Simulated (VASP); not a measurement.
# AlN (P1) in VASP: a series of runs, part 2 of 2

VASP 6.6.1. Earlier steps stand in the parts before.

### Step 4. Single point, r2SCAN

POSCAR reads:

```
AlN
1.0
   -3.1066653375      0.0000000000      0.0000000000
   -1.5533326688     -2.6904511034      0.0000000000
   -0.6213330675      0.0000000000      9.9568096770
Al N
4 4
Direct
    0.1524140431      0.3333333333      0.9045964511
    0.2524140431      0.3333333333      0.4045964511
    0.6357473764      0.6666666667      0.1545964511
    0.5357473764      0.6666666667      0.6545964511
    0.3142526236      0.3333333333      0.0954035489
    0.2142526236      0.3333333333      0.5954035489
    0.5975859569      0.6666666667      0.3454035489
    0.4975859569      0.6666666667      0.8454035489
```

INCAR.step1 reads:

```
SYSTEM = AlN
  PREC = Accurate
  ENCUT = 520
  ISMEAR = 0
  SIGMA = 0.05
  LREAL = .FALSE.
  LASPH = .TRUE.
  NELM = 100
  NBANDS = 26
  GGA = PE
  ALGO = Normal
  EDIFF = 1E-4
  LWAVE = .TRUE.
  LCHARG = .FALSE.
```

INCAR.step2 reads:

```
SYSTEM = AlN
  PREC = Accurate
  ENCUT = 520
  EDIFF = 1E-7
  ISMEAR = 0
  SIGMA = 0.05
  LREAL = .FALSE.
  LASPH = .TRUE.
  NELM = 100
  ALGO = Normal
  ISIF = 2
  LWAVE = .FALSE.
  LCHARG = .FALSE.
  METAGGA = R2SCAN
  LMIXTAU = .TRUE.
  NBANDS = 26
  ISTART = 1
```

KPOINTS reads:

```
Automatic mesh
0
G
  8 8 3
  0 0 0
```

On the command line:

```bash
> cat potpaw_PBE.64/Al/POTCAR potpaw_PBE.64/N/POTCAR > POTCAR
> cp INCAR.step1 INCAR
> mpirun -np 1 vasp_std > vasp.out
> cp INCAR.step2 INCAR
> mpirun -np 1 vasp_std > vasp.out
```

Run time: 17 min. Hardware: 1 thread of Oxide Virtual Turin-like, shared host; peak memory 0.28 GiB.

Results (log left out):

* Free energy: -76.4339 eV
* Pressure: -1.0 GPa
* Largest force: 1.266 eV/Å
* Band gap on the k mesh: 4.47 eV, direct

Forces in eV/Å, atoms in the order of the input:
```
Al  -1.145  0.201  0.182
Al   0.015  0.000 -0.044
Al   0.221 -0.178  0.456
Al  -0.045 -0.025 -0.064
N    1.178  0.223 -0.408
N    0.000 -0.009  0.024
N    0.035  0.019  0.038
N   -0.258 -0.232 -0.185
```

Stress tensor (GPa, compression positive):
```
-3.46  0.93  6.28
 0.93 -0.28  0.60
 6.28  0.60  0.77
```

Levels at points of the mesh, in eV from the valence-band top:
| k point | band 12 | band 13 | band 14 | band 15 | band 16 | band 17 | band 18 | band 19 | band 20 | band 21 |
| --- | --- | --- | --- | --- | --- | --- | --- | --- | --- | --- |
| (0.00, 0.00, 0.00) | -0.80 | -0.72 | -0.56 | -0.46 | 0.00 | 4.47 | 6.67 | 6.98 | 7.29 | 10.70 |
| (0.50, 0.00, 0.00) | -1.90 | -1.82 | -1.73 | -1.26 | -0.84 | 5.14 | 5.90 | 6.05 | 6.54 | 8.34 |
| (0.50, 0.50, 0.00) | -1.81 | -1.74 | -1.64 | -1.10 | -0.96 | 5.22 | 5.64 | 6.24 | 6.66 | 8.69 |
| (0.00, 0.50, 0.00) | -1.87 | -1.68 | -1.65 | -1.38 | -0.90 | 5.37 | 5.72 | 6.14 | 6.42 | 8.15 |

Caveat: the PAW data sets were made with another functional, which shifts forces and pressure a little. r2SCAN opens gaps a little over a GGA but as a rule still falls short of measured ones.

### Step 5. Single point, r2SCAN

POSCAR reads:

```
AlN
1.0
   -3.1066653375      0.0000000000      0.0000000000
   -1.5533326688     -2.6904511034      0.0000000000
   -1.2426661350      0.0000000000      9.9568096770
Al N
4 4
Direct
   -0.0285052471      0.3333333333      0.9045964511
    0.1714947529      0.3333333333      0.4045964511
    0.6048280862      0.6666666667      0.1545964511
    0.4048280862      0.6666666667      0.6545964511
    0.2951719138      0.3333333333      0.0954035489
    0.0951719138      0.3333333333      0.5954035489
    0.5285052471      0.6666666667      0.3454035489
    0.3285052471      0.6666666667      0.8454035489
```

INCAR.step1 reads:

```
PREC = Accurate
ENCUT = 520
ISMEAR = 0
SIGMA = 0.05
LREAL = F
LASPH = T
NELM = 100
NBANDS = 26
GGA = PE
ALGO = Normal
EDIFF = 1E-4
LWAVE = T
LCHARG = F
```

INCAR.step2 reads:

```
PREC = Accurate
ENCUT = 520
EDIFF = 1E-6
ISMEAR = 0
SIGMA = 0.05
LREAL = F
LASPH = T
NELM = 100
ALGO = Normal
ISIF = 2
LWAVE = F
LCHARG = F
METAGGA = R2SCAN
LMIXTAU = T
NBANDS = 26
ISTART = 1
```

KPOINTS reads:

```
regular mesh
0
Gamma
  8 8 3
```

Potentials or basis: VASP PAW PBE potentials, release 64 (Al, N).

On the command line:

```bash
> cat potpaw_PBE.64/Al/POTCAR potpaw_PBE.64/N/POTCAR > POTCAR
> cp INCAR.step1 INCAR
> mpirun -np 1 vasp_std > vasp.out
> cp INCAR.step2 INCAR
> mpirun -np 1 vasp_std > vasp.out
```

OUTCAR:

```text
PREC = Accurate
   ENCUT = 520
   EDIFF = 1E-6
   ISMEAR = 0
   LREAL = F
   LASPH = T
   NELM = 100
   ISIF = 2
   METAGGA = R2SCAN
   ISTART = 1

 ion  position               nearest neighbor table
   1  0.971  0.333  0.905-   8 1.89   8 1.89   8 1.89   5 2.27   3 2.66   4 3.07   4 3.07   4 3.07
                             3 3.31
   2  0.171  0.333  0.405-   7 1.89   7 1.89   7 1.89   6 1.90   3 3.07   4 3.07   3 3.07   4 3.07
                             4 3.07   3 3.07
   3  0.605  0.667  0.155-   5 1.89   5 1.89   5 1.89   7 1.90   1 2.66   2 3.07   2 3.07   2 3.07
                             1 3.31
   4  0.405  0.667  0.655-   6 1.89   6 1.89   6 1.89   8 1.90   2 3.07   1 3.07   1 3.07   2 3.07
                             2 3.07   1 3.07
   5  0.295  0.333  0.095-   3 1.89   3 1.89   3 1.89   1 2.27
   6  0.095  0.333  0.595-   4 1.89   4 1.89   4 1.89   2 1.90
   7  0.529  0.667  0.345-   2 1.89   2 1.89   2 1.89   3 1.90
   8  0.329  0.667  0.845-   1 1.89   1 1.89   1 1.89   4 1.90

  LATTYP: Found a base centered monoclinic cell.
 ALAT       =     3.1066653375
 B/A-ratio  =     1.7320508076
 C/A-ratio  =     3.2298477058
 COS(beta)  =    -0.1238448486

  Lattice vectors:

 A1 = (   1.5533326687,  -2.6904511034,   0.0000000000)
 A2 = (   1.5533326688,   2.6904511034,   0.0000000000)
 A3 = (  -1.2426661350,   0.0000000000,   9.9568096770)

Analysis of symmetry for initial positions (statically):
=====================================================================
 Subroutine PRICEL returns:
 Original cell was already a primitive cell.

 Routine SETGRP: Setting up the symmetry group for a
 base centered monoclinic supercell.

 Subroutine GETGRP returns: Found  1 space group operations
 (whereof  1 operations were pure point group operations)
 out of a pool of  4 trial point group operations.

The static configuration has the point symmetry C_1 .

Analysis of symmetry for dynamics (positions and initial velocities):
=====================================================================
 Subroutine PRICEL returns:
 Original cell was already a primitive cell.

[... 145 lines left out ...]
   LHFCALC =     F    Hartree Fock is set to
   AEXX    =    0.0000 exact exchange contribution
   IVDW    =     0    specifies the selected vdW correction
   LEPSILON=     F    determine dielectric tensor
   LRPA    =     F    only Hartree local field effects (RPA)
 non-spin polarized calculation
 Gauss-broadening in eV      SIGMA  =   0.05
  energy-cutoff  :      520.00
  volume of cell :       83.22
 maximum number of plane-waves:      2264
   NGX = 11   NGY = 11   NGZ = 37

 number of electron      31.9999999 magnetization

 Free energy of the ion-electron system (eV)
  ---------------------------------------------------
  ext. energy  EPLUGINS =         0.00000000
  ---------------------------------------------------
  free energy    TOTEN  =       -75.49366585 eV

  energy without entropy =      -75.49366585  energy(sigma->0) =      -75.49366585

 E-fermi :   6.6359     XC(G=0): -11.4555

 val. band max:        6.4054635341   @ k =   0.0000   0.0000   0.0000
 cond. band min:      10.2742971927   @ k =   0.5000   0.0000   0.3333
 fundamental gap:      3.8688336586
 Fermi energy:         6.6358664949

 k-point     1 :       0.0000    0.0000    0.0000
  band No.  band energies     occupation
      1      -9.9938      2.00000
      2      -9.1081      2.00000
      3      -9.0661      2.00000
      4      -7.8232      2.00000
      5      -0.0506      2.00000
      6       2.5654      2.00000
[... 685 lines left out ...]
     25      17.7282      0.00000
     26      18.4323      0.00000

 [... further k-points ...]

------------------------ aborting loop because EDIFF is reached ----------------------------------------

  FORCE on cell =-STRESS in cart. coord.  units (eV):
  Direction    XX          YY          ZZ          XY          YZ          ZX
  --------------------------------------------------------------------------------------
  -------------------------------------------------------------------------------------
  Total       -5.1543332     -0.0761202      2.6339191      0.3963390      1.1933025      2.4503046
  in kB      -99.2300682     -1.4654491     50.7076198      7.6302299     22.9731934     47.1727163
  external PRESSURE =     -16.6626325 kB  Pullay stress =       0.0000000 kB

 VOLUME and BASIS-vectors are now :
 -----------------------------------------------------------------------------
  energy-cutoff  :      520.00
  volume of cell :       83.22
      direct lattice vectors                 reciprocal lattice vectors
    -3.106665337  0.000000000  0.000000000    -0.321888550  0.185842441 -0.040173511
    -1.553332669 -2.690451103  0.000000000     0.000000000 -0.371684882  0.000000000
    -1.242666135  0.000000000  9.956809677     0.000000000  0.000000000  0.100433777

 POSITION                                       TOTAL-FORCE (eV/Angst)
 -----------------------------------------------------------------------------------
     -4.66000     -0.89682      9.00689        -0.871945      0.482983     -0.111588
     -1.55333     -0.89682      4.02849         0.011575     -0.000287     -0.086148
     -3.10667     -1.79363      1.53929         0.132936     -0.462041      1.185214
     -3.10667     -1.79363      6.51769        -0.032415     -0.076913     -0.130378
     -1.55333     -0.89682      0.94991         0.928465      0.690512     -0.362220
     -1.55333     -0.89682      5.92832         0.000283     -0.027232      0.027489
     -3.10667     -1.79363      3.43912         0.027580      0.066123      0.065397
     -3.10667     -1.79363      8.41752        -0.196477     -0.673145     -0.587766
 -----------------------------------------------------------------------------------
    total drift:                               -0.000731     -0.000281     -0.024134

  FREE ENERGIE OF THE ION-ELECTRON SYSTEM (eV)
  ---------------------------------------------------
  free  energy   TOTEN  =       -75.4936658536 eV

  energy  without entropy=      -75.4936658536  energy(sigma->0) =      -75.49366585
```

OUTCAR.step1:

```text
PREC = Accurate
   ENCUT = 520
   ISMEAR = 0
   LREAL = F
[... 947 lines left out ...]
     -1.55333     -0.89682      0.94991         0.836617      0.661912     -0.432168
     -1.55333     -0.89682      5.92832         0.000002     -0.026861      0.036731
     -3.10667     -1.79363      3.43912         0.026732      0.064479      0.077771
     -3.10667     -1.79363      8.41752        -0.183473     -0.627780     -0.552369
 -----------------------------------------------------------------------------------
    total drift:                                0.000013      0.000131      0.003637

  FREE ENERGIE OF THE ION-ELECTRON SYSTEM (eV)
  ---------------------------------------------------
  free  energy   TOTEN  =       -58.2524560945 eV

  energy  without entropy=      -58.2524560945  energy(sigma->0) =      -58.25245609
```

OSZICAR.step1:

```text
N       E                     dE             d eps       ncg     rms          rms(c)
DAV:   1     0.109347390387E+03    0.10935E+03   -0.14785E+04  5096   0.111E+03
DAV:   2    -0.582031829291E+02   -0.16755E+03   -0.15731E+03  6854   0.227E+02
DAV:   3    -0.676039918403E+02   -0.94008E+01   -0.93452E+01  6842   0.553E+01
DAV:   4    -0.676865155032E+02   -0.82524E-01   -0.82478E-01  6048   0.594E+00
DAV:   5    -0.676876678719E+02   -0.11524E-02   -0.11522E-02  6772   0.700E-01    0.171E+01
DAV:   6    -0.582490001255E+02    0.94387E+01   -0.29696E+01  6350   0.291E+01    0.595E+00
DAV:   7    -0.582854968487E+02   -0.36497E-01   -0.14085E+00  6124   0.646E+00    0.413E+00
DAV:   8    -0.582574013322E+02    0.28096E-01   -0.12941E-01  6456   0.253E+00    0.644E-01
DAV:   9    -0.582514222888E+02    0.59790E-02   -0.27072E-02  6944   0.871E-01    0.299E-01
DAV:  10    -0.582524735404E+02   -0.10513E-02   -0.37640E-03  6338   0.346E-01    0.117E-01
DAV:  11    -0.582524560945E+02    0.17446E-04   -0.35024E-04  5542   0.142E-01
   1 F= -.58252456E+02 E0= -.58252456E+02  d E =-.392552E-12
```

Run time: 15 min. Hardware: 1 thread of Oxide Virtual Turin-like, shared host; peak memory 0.28 GiB.

What came out:

- Free energy: -75.4937 eV
- Pressure: -1.7 GPa
- Largest force: 1.279 eV/Å
- Band gap on the k mesh: 3.87 eV, indirect (least direct gap 3.90 eV)

Forces on the atoms (eV/Å):
```
Al  -0.872  0.483 -0.112
Al   0.012  0.000 -0.086
Al   0.133 -0.462  1.185
Al  -0.032 -0.077 -0.130
N    0.928  0.691 -0.362
N    0.000 -0.027  0.027
N    0.028  0.066  0.065
N   -0.196 -0.673 -0.588
```

Stress tensor (GPa, compression positive):
```
-9.92  0.76  4.72
 0.76 -0.15  2.30
 4.72  2.30  5.07
```

Levels at points of the mesh, in eV from the valence-band top:
```csv
k point,band 14,band 15,band 16,band 17,band 18,band 19
"(0.00, 0.00, 0.00)",-0.71,-0.64,0.00,3.90,6.17,6.80
"(0.50, 0.00, 0.00)",-1.79,-1.31,-0.60,4.12,5.79,6.00
"(0.50, 0.50, 0.00)",-1.75,-1.23,-0.52,4.12,5.39,6.13
"(0.00, 0.50, 0.00)",-1.57,-1.38,-1.05,4.14,5.54,5.93
```

Caveat: the PAW data sets were made with another functional, which shifts forces and pressure a little. A k mesh can miss the band edges.

### Step 6. Overview

```tsv
cell	gap on the mesh (eV)	pressure (GPa)	largest force (eV/Å)
a = 3.107, b = 3.107, c = 9.962 Å, angles 89.1, 88.2, 60.0°, 8 atoms	4.78	-0.6	0.65
a = 3.107, b = 3.107, c = 10.000 Å, angles 87.3, 84.7, 60.0°, 8 atoms	4.14	-1.4	1.52
a = 3.107, b = 3.107, c = 9.976 Å, angles 88.2, 86.4, 60.0°, 8 atoms	4.47	-1.0	1.27
a = 3.107, b = 3.107, c = 10.034 Å, angles 86.4, 82.9, 60.0°, 8 atoms	3.87	-1.7	1.28
```

Alike in all rows: task single point; level r2SCAN; potentials or basis VASP PAW PBE potentials, release 64 (Al, N); no spin polarisation; k mesh 8 × 8 × 3; cutoff (eV) 520; smearing gaussian 0.05 eV.

Caveats: the PAW data sets were made with another functional, which shifts forces and pressure a little.

Total energies depend on the potentials used, so only differences within one code and one set of settings carry meaning.
